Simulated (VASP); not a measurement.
# C (R-3m) in VASP: single point with PBE+D3(BJ)

Aim: the single point of C with PBE+D3(BJ).

All numbers are computed with VASP 6.6.1; they aren't measurements. Logs are shortened: lines on timing, memory, paths and dates and some standing lists are left out, and cuts for length are marked.

## Step 1: The cell of the first run

It takes space group R-3m (No. 166, trigonal). Conventional cell: a = 2.456 Å, b = 2.456 Å, c = 10.041 Å, α = 90.00°, β = 90.00°, γ = 120.00°. C (site symmetry 3m) has 3 C at 1.42 Å within 1.9 Å.

## Step 2: Single point, PBE+D3(BJ)

File INCAR:

```
SYSTEM = C
ALGO = Normal
EDIFF = 1E-6
ENCUT = 520
GGA = PE
ISIF = 2
ISMEAR = 0
ISYM = 0
IVDW = 12
LASPH = .True.
LCHARG = .False.
LREAL = Auto
LWAVE = .False.
NBANDS = 51
NELM = 80
PREC = Accurate
SIGMA = 0.1
```

File KPOINTS:

```
Automatic mesh
0
Gamma
  2 2 2
  0.5 0.5 0.5
```

File POSCAR:

```
C
1.0
    1.2280263465      3.5450067086     -3.3470108394
   -2.4560526930     -2.8360053668     -3.3470108394
   -4.9121053859      2.8360053668      3.3470108394
C
18
Direct
    0.7813333333      0.4480000000      0.7213333333
    0.1146666667      0.4480000000      0.0546666667
    0.4480000000      0.4480000000      0.3880000000
    0.7813333333      0.1146666667      0.3880000000
    0.1146666667      0.1146666667      0.7213333333
    0.4480000000      0.1146666667      0.0546666667
    0.7813333333      0.7813333333      0.0546666667
    0.1146666667      0.7813333333      0.3880000000
    0.4480000000      0.7813333333      0.7213333333
    0.8853333333      0.5520000000      0.9453333333
    0.2186666667      0.5520000000      0.2786666667
    0.5520000000      0.5520000000      0.6120000000
    0.8853333333      0.2186666667      0.6120000000
    0.2186666667      0.2186666667      0.9453333333
    0.5520000000      0.2186666667      0.2786666667
    0.8853333333      0.8853333333      0.2786666667
    0.2186666667      0.8853333333      0.6120000000
    0.5520000000      0.8853333333      0.9453333333
```

Potentials or basis: VASP PAW PBE potentials, release 64 (C).

Launch:

```bash
> cat potpaw_PBE.64/C/POTCAR > POTCAR
> mpirun -np 1 vasp_std > vasp.out
```

OUTCAR:

```text
SYSTEM = C
   EDIFF = 1E-6
   ENCUT = 520
   GGA = PE
   ISIF = 2
   ISMEAR = 0
   ISYM = 0
   IVDW = 12
   LASPH = .True.
   LREAL = Auto
   NELM = 80
   PREC = Accurate
 IVDW          = 12

 ion  position               nearest neighbor table
   1  0.781  0.448  0.721-  12 1.42  13 1.42  10 1.42
   2  0.115  0.448  0.055-  11 1.42  14 1.42  10 1.42
   3  0.448  0.448  0.388-  11 1.42  15 1.42  12 1.42
   4  0.781  0.115  0.388-  15 1.42  13 1.42  16 1.42
   5  0.115  0.115  0.721-  14 1.42  13 1.42  17 1.42
   6  0.448  0.115  0.055-  15 1.42  14 1.42  18 1.42
[... 10 lines left out ...]
  17  0.219  0.885  0.612-   9 1.42   8 1.42   5 1.42
  18  0.552  0.885  0.945-   9 1.42   7 1.42   6 1.42

IMPORTANT INFORMATION: All symmetrisations will be switched off!
NOSYMM: (Re-)initialisation of all symmetry stuff for point group C_1.

----------------------------------------------------------------------------------------

                                     Primitive cell

  volume of cell :     157.3641

  direct lattice vectors                    reciprocal lattice vectors
     1.228026347  3.545006709 -3.347010839     0.000000000  0.156714952 -0.132788469
    -2.456052693 -2.836005367 -3.347010839    -0.135719129 -0.078357476 -0.132788469
    -4.912105386  2.836005367  3.347010839    -0.135719129  0.078357476  0.033197117

  length of vectors
     5.027683645  5.027683645  6.585908238     0.205407774  0.205407774  0.160192461

  position of ions in fractional coordinates (direct lattice)
     0.781333333  0.448000000  0.721333333
     0.114666667  0.448000000  0.054666667
     0.448000000  0.448000000  0.388000000
     0.781333333  0.114666667  0.388000000
     0.114666667  0.114666667  0.721333333
     0.448000000  0.114666667  0.054666667
[... 10 lines left out ...]
     0.218666667  0.885333333  0.612000000
     0.552000000  0.885333333  0.945333333

  ion indices of the primitive-cell ions
   primitive index   ion index
                 1           1
                 2           2
                 3           3
                 4           4
                 5           5
                 6           6
[... 10 lines left out ...]
                17          17
                18          18

----------------------------------------------------------------------------------------

 KPOINTS: Automatic mesh

Automatic generation of k-mesh.
 Grid dimensions read from file:
 generate k-points for:    2    2    2

 Generating k-lattice:

  Cartesian coordinates                     Fractional coordinates (reciprocal lattice)
     0.000000000  0.078357476 -0.066394234     0.500000000  0.000000000 -0.000000000
    -0.067859565 -0.039178738 -0.066394234    -0.000000000  0.500000000 -0.000000000
    -0.067859565  0.039178738  0.016598559    -0.000000000 -0.000000000  0.500000000

  Length of vectors
     0.102703887  0.102703887  0.080096231

  Shift w.r.t. Gamma in fractional coordinates (k-lattice)
     0.500000000  0.500000000  0.500000000

 Subroutine IBZKPT returns following result:
 ===========================================

 Found      4 irreducible k-points:

 Following reciprocal coordinates:
            Coordinates               Weight
  0.250000  0.250000  0.250000      2.000000
 -0.250000  0.250000  0.250000      2.000000
 -0.250000  0.250000 -0.250000      2.000000
 -0.250000 -0.250000  0.250000      2.000000
   k-points           NKPTS =      4   k-points in BZ     NKDIM =      4   number of bands    NBANDS=     51
   number of dos      NEDOS =    301   number of ions     NIONS =     18
   total plane-waves  NPLWV =  80000
   dimension x,y,z NGX =    40 NGY =   40 NGZ =   50
   dimension x,y,z NGXF=    80 NGYF=   80 NGZF=  100
   ions per type =              18
   NGX,Y,Z   is equivalent  to a cutoff of  13.23, 13.23, 12.62 a.u.
   NGXF,Y,Z  is equivalent  to a cutoff of  26.45, 26.45, 25.24 a.u.
 SYSTEM =  C
   PREC   = accura    normal or accurate (medium, high low for compatibility)
   ISTART =      0    job   : 0-new  1-cont  2-samecut
   ICHARG =      2    charge: 1-file 2-atom 10-const
   ISPIN  =      1    spin polarized calculation?
   LNONCOLLINEAR =      F non collinear calculations
   LSORBIT =      F    spin-orbit coupling
   LASPH  =      T    aspherical Exc in radial PAW
   ENCUT  =  520.0 eV  38.22 Ry    6.18 a.u.   9.35  9.35 12.25*2*pi/ulx,y,z
   NELM   =     80;   NELMIN=  2; NELMDL= -5     # of ELM steps
   EDIFF  = 0.1E-05   stopping-criterion for ELM
   LREAL  =      T    real-space projection
   EDIFFG = 0.1E-04   stopping-criterion for IOM
   NSW    =      0    number of steps for IOM
   IBRION =     -1    ionic relax: 0-MD 1-quasi-New 2-CG
   NFREE  =      0    steps in history (QN), initial steepest desc. (CG)
   ISIF   =      2    stress and relaxation
   ISYM   =      0    0-nonsym 1-usesym 2-fastsym
   POTIM  = 0.5000    time-step for ionic-motion
   TEBEG  =    0.0;   TEEND  =   0.0 temperature during run
   PSTRESS=    0.0 pullay stress
   NELECT =      72.0000    total number of electrons
   NUPDOWN=      -1.0000    fix difference up-down
   EMIN   =  10.00;   EMAX   =-10.00  energy-range for DOS
   EFERMI =   0.00;   METHOD = LEGACY
   ISMEAR =     0;   SIGMA  =   0.10  broadening in eV -4-tet -1-fermi 0-gaus
   EFERMI_NEDOS =   21; number of points for ismear=-14 and -15
   IALGO  =     38    algorithm
   IMIX   =      4    mixing-type and parameters
     AMIX     =   0.40;   BMIX     =  1.00
     AMIX_MAG =   1.60;   BMIX_MAG =  1.00
  volume/ion in A,a.u.               =       8.74        59.00
  Fermi-wavevector in a.u.,A,eV,Ry     =   1.261490  2.383870 21.651724  1.591357
  Thomas-Fermi vector in A             =   2.394946
   LORBIT       =      0    0 simple, 1 ext, 2 COOP (PROOUT), +10 PAW based schemes
   GGA     = PE    functional components
   LHFCALC =     F    Hartree Fock is set to
   AEXX    =    0.0000 exact exchange contribution
   IVDW    =    12    specifies the selected vdW correction
   LEPSILON=     F    determine dielectric tensor
   LRPA    =     F    only Hartree local field effects (RPA)
 non-spin polarized calculation
 Gauss-broadening in eV      SIGMA  =   0.10
  energy-cutoff  :      520.00
  volume of cell :      157.36
 maximum number of plane-waves:      4248
 NGX is ok and might be reduce to    40
   NGX = 19   NGY = 19   NGZ = 25

 number of electron      72.0000000 magnetization

 Free energy of the ion-electron system (eV)
  ---------------------------------------------------
  ext. energy  EPLUGINS =         0.00000000
  ---------------------------------------------------
  free energy    TOTEN  =      -165.40298215 eV

  energy without entropy =     -165.40298213  energy(sigma->0) =     -165.40298214

 E-fermi :   4.7582     XC(G=0): -10.3711

 val. band max:        4.3750055499   @ k =  -0.2500  -0.2500   0.2500
 cond. band min:       5.1412664862   @ k =  -0.2500  -0.2500   0.2500
 fundamental gap:      0.7662609363
 Fermi energy:         4.7581511264

 k-point     1 :       0.2500    0.2500    0.2500
  band No.  band energies     occupation
      1     -14.2233      2.00000
      2     -14.1235      2.00000
      3     -12.8703      2.00000
      4     -12.8703      2.00000
      5     -10.4337      2.00000
      6     -10.4337      2.00000
[... 40 lines left out ...]
     47      13.1945      0.00000
     48      13.4104      0.00000

 k-point     2 :      -0.2500    0.2500    0.2500
  band No.  band energies     occupation
      1     -14.3134      2.00000
      2     -14.0253      2.00000
      3     -12.9837      2.00000
      4     -12.7511      2.00000
      5     -10.4682      2.00000
      6     -10.4338      2.00000
[... 40 lines left out ...]
     47      13.1496      0.00000
     48      13.2120      0.00000

 k-point     3 :      -0.2500    0.2500   -0.2500
  band No.  band energies     occupation
      1     -14.3134      2.00000
      2     -14.0253      2.00000
      3     -12.9837      2.00000
      4     -12.7511      2.00000
      5     -10.4682      2.00000
      6     -10.4338      2.00000
[... 40 lines left out ...]
     47      13.1496      0.00000
     48      13.2120      0.00000

 k-point     4 :      -0.2500   -0.2500    0.2500
  band No.  band energies     occupation
      1     -14.8339      2.00000
      2     -12.3077      2.00000
      3     -12.2709      2.00000
      4     -12.2709      2.00000
      5     -12.1822      2.00000
      6     -12.1821      2.00000
[... 40 lines left out ...]
     47      12.4129      0.00000
     48      12.4266      0.00000
 [bands above 48 left out]

------------------------ aborting loop because EDIFF is reached ----------------------------------------

 Edisp (eV)   -2.82407

 E8    (eV) :    -0.8005

  FORCE on cell =-STRESS in cart. coord.  units (eV):
  Direction    XX          YY          ZZ          XY          YZ          ZX
  --------------------------------------------------------------------------------------
  -------------------------------------------------------------------------------------
  Total       6.40033     5.84546    -2.08930    -0.48070    -0.38455     0.66608
  in kB      65.16394    59.51467   -21.27192    -4.89413    -3.91523     6.78162
  external pressure =       34.47 kB  Pullay stress =        0.00 kB

 VOLUME and BASIS-vectors are now :
 -----------------------------------------------------------------------------
  energy-cutoff  :      520.00
  volume of cell :      157.36
      direct lattice vectors                 reciprocal lattice vectors
     1.228026347  3.545006709 -3.347010839     0.000000000  0.156714952 -0.132788469
    -2.456052693 -2.836005367 -3.347010839    -0.135719129 -0.078357476 -0.132788469
    -4.912105386  2.836005367  3.347010839    -0.135719129  0.078357476  0.033197117

 POSITION                                       TOTAL-FORCE (eV/Angst)
 -----------------------------------------------------------------------------------
     -3.68408      3.54501     -1.70028        -0.010274      0.000237      0.800805
     -1.22803     -0.70900     -1.70028        -0.020417      0.012163      0.804289
     -2.45605      1.41800     -1.70028        -0.005982      0.003454      0.799859
     -1.22803      3.54501     -1.70028        -0.005624      0.011845      0.800808
     -3.68408      2.12700      1.64673        -0.014440      0.008462      0.798854
     -0.00000      1.41800     -1.70028        -0.020624      0.011600      0.804311
[... 10 lines left out ...]
     -4.91211      0.00000     -1.64673         0.005612     -0.011820     -0.800811
     -6.14013      2.12700     -1.64673         0.020665     -0.011661     -0.804297
 -----------------------------------------------------------------------------------
    total drift:                                0.000001      0.000013      0.000004

  FREE ENERGIE OF THE ION-ELECTRON SYSTEM (eV)
  ---------------------------------------------------
  free  energy   TOTEN  =      -168.2270535239 eV

  energy  without entropy=     -168.2270535001  energy(sigma->0) =     -168.22705351
```

Wall time 50 s (1 thread of Intel Xeon Platinum 8259CL at 2.50GHz (Skylake/Cascade Lake), shared host); peak memory 0.25 GiB.

Results:

```
Free energy                : -168.2271 eV
Pressure                   : 3.4 GPa
Largest force              : 0.805 eV/Å
Band gap on the k mesh     : 0.77 eV
Dispersion energy per atom : -0.157 eV
```

Forces in eV/Å, atoms in the order of the input:
```
C   -0.010  0.000  0.801
C   -0.020  0.012  0.804
C   -0.006  0.003  0.800
C   -0.006  0.012  0.801
C   -0.014  0.008  0.799
C   -0.021  0.012  0.804
C   -0.019  0.011  0.800
C   -0.013 -0.001  0.801
C   -0.005  0.009  0.801
C    0.020 -0.012 -0.804
C    0.010  0.000 -0.801
C    0.006 -0.004 -0.800
C    0.013  0.001 -0.801
C    0.019 -0.011 -0.800
C    0.005 -0.009 -0.801
C    0.014 -0.008 -0.799
C    0.006 -0.012 -0.801
C    0.021 -0.012 -0.804
```

Caveat: the k points lie up to 0.65 Å⁻¹ apart.
